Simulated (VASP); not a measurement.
Crystal: ZnS.

```
CELL_PARAMETERS angstrom
3.84551 0.00000 0.00000
-1.92275 3.33031 0.00000
0.00000 0.00000 6.30529
ATOMIC_POSITIONS crystal
Zn 0.33333 0.66667 0.00522
Zn 0.66667 0.33333 0.50522
S 0.33333 0.66667 0.37978
S 0.66667 0.33333 0.87978
```

* Program: VASP 6.6.1
* Task: relaxation of cell and atoms
* Functional: LDA
* Potentials or basis: VASP PAW LDA potentials, release 64 (Zn, S)
* Cutoff: 600 eV
* k mesh: 9 × 9 × 6
* Occupations: gaussian, width 0.02 eV
* Spin: no spin polarisation

At the start: pressure -5.7 GPa; volume 20.19 Å³/atom.

**Question.** Where does the relaxation end?

**Answer.** Over 8 steps the energy falls by 29.8 meV/atom and the volume is 18.64 Å³/atom (-7.7 %); space group P6_3mc (No. 186, to 0.1 Å) before and after.

The path:
| step | energy change (eV) | largest force (eV/Å) | pressure (GPa) | volume (Å³) |
| --- | --- | --- | --- | --- |
| 1 | 0.0000 | 0.0052 | -5.72 | 80.75 |
| 2 | -0.1045 | 0.0245 | 2.39 | 72.61 |
| 3 | -0.1191 | 0.0160 | 0.02 | 74.55 |
| 4 | -0.1190 | 0.0155 | -0.15 | 74.67 |
| 5 | -0.1191 | 0.0103 | -0.12 | 74.67 |
| 6 | -0.1191 | 0.0031 | -0.10 | 74.65 |
| 7 | -0.1192 | 0.0021 | 0.08 | 74.51 |
| 8 | -0.1192 | 0.0002 | 0.01 | 74.56 |

Final structure:
```cif
data_structure
_symmetry_space_group_name_H-M 'P 1'
_symmetry_Int_Tables_number 1
_cell_length_a 3.7420
_cell_length_b 3.7420
_cell_length_c 6.1485
_cell_angle_alpha 90.000
_cell_angle_beta 90.000
_cell_angle_gamma 120.000
_cell_volume 74.56
loop_
_atom_site_label
_atom_site_type_symbol
_atom_site_fract_x
_atom_site_fract_y
_atom_site_fract_z
_atom_site_occupancy
Zn1 Zn 0.33333 0.66667 0.00558 1
Zn2 Zn 0.66667 0.33333 0.50558 1
S1 S 0.33333 0.66667 0.37942 1
S2 S 0.66667 0.33333 0.87942 1
```
